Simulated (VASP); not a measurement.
Here is a VASP 6.6.1 calculation.

File POSCAR:

```
Li2S
1.0
    0.0000000000      2.8452944197      2.8452944197
    2.8452944197      0.0000000000      2.8452944197
    2.8452944197      2.8452944197      0.0000000000
Li S
2 1
Direct
    0.2500000000      0.2500000000      0.2500000000
    0.7500000000      0.7500000000      0.7500000000
    0.0000000000      0.0000000000      0.0000000000
```

The input INCAR.step1:

```
SYSTEM = Li2S
ALGO = Normal ; EDIFF = 1E-5
ENCUT = 830 ; GGA = PE
GGA_COMPAT = .FALSE. ; ISMEAR = 0
LASPH = .TRUE. ; LCHARG = .FALSE.
LREAL = .FALSE. ; LWAVE = .TRUE.
NBANDS = 13 ; NELM = 120
PREC = Accurate ; SIGMA = 0.01
```

INCAR.step2

```
SYSTEM = Li2S
ALGO = Normal ; EDIFF = 1E-6
ENCUT = 830 ; GGA_COMPAT = .FALSE.
ISIF = 2 ; ISMEAR = 0
ISTART = 1 ; LASPH = .TRUE.
LCHARG = .FALSE. ; LMIXTAU = .TRUE.
LREAL = .FALSE. ; LWAVE = .FALSE.
METAGGA = R2SCAN ; NBANDS = 13
NELM = 120 ; PREC = Accurate
SIGMA = 0.01
```

File KPOINTS:

```
k-points
0
G
  4 4 4
  0 0 0
```

Potentials or basis: VASP PAW PBE potentials, release 64 (Li_sv, S).

Command:

```sh
$ cat potpaw_PBE.64/Li_sv/POTCAR potpaw_PBE.64/S/POTCAR > POTCAR
$ cp INCAR.step1 INCAR
$ mpirun -np 1 vasp_std > vasp.out
$ cp INCAR.step2 INCAR
$ mpirun -np 1 vasp_std > vasp.out
```

(1) Estimate the band gap on the k mesh.

(2) Estimate the pressure.

## Answers

(1) 3.85 eV (least direct gap 5.05 eV).

(2) -0.2 GPa.

Caveat: the k points lie up to 0.48 Å⁻¹ apart; the PAW data sets were made with another functional, which shifts forces and pressure a little.
